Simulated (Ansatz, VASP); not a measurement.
Si: VASP beside Ansatz

```
CELL_PARAMETERS angstrom
0.00000 5.43000 5.43000
5.43000 0.00000 5.43000
5.43000 5.43000 0.00000
ATOMIC_POSITIONS crystal
Si 0.99880 0.00073 0.00024
Si 0.12806 0.12239 0.12150
Si 0.00155 0.99536 0.50155
Si 0.12802 0.12245 0.62805
Si 0.00185 0.50243 0.99391
Si 0.12815 0.62849 0.12171
Si 0.00179 0.50248 0.50187
Si 0.12462 0.62610 0.62466
Si 0.50024 0.00071 0.00025
Si 0.62497 0.12508 0.12499
Si 0.50021 0.00076 0.49883
Si 0.62149 0.12243 0.62806
Si 0.50035 0.49891 0.00042
Si 0.62168 0.62847 0.12173
Si 0.49388 0.50247 0.50188
Si 0.62163 0.62853 0.62823
Si 0.87461 0.37614 0.37467
```

Alike in both runs: functional LDA; k mesh 2 × 2 × 2; occupations gaussian, width 0.05 eV; no spin polarisation.

Ansatz relaxed the structure, and its values are those at the end. VASP's run is a single point on that final structure, the one shown.

```csv
,VASP,Ansatz
version,VASP 6.6.1,Ansatz 0.2.0
potentials or method,"VASP PAW LDA potentials, release 64 (Si), cutoff 520 eV","scalar-relativistic, plane waves, PAW"
valence electrons in the cell,68,68
```

|  | VASP | Ansatz | Ansatz less VASP |
| --- | --- | --- | --- |
| rms of the force components (eV/Å) | 0.011 | 0.011 | -0.0003 |

Ansatz warns that its potentials were made for another functional, while VASP's fit it. LDA's correlation is that of Perdew and Zunger in VASP and of Perdew and Wang (1992) in Ansatz.

The k mesh is coarse, so the values compare programs but aren't converged.
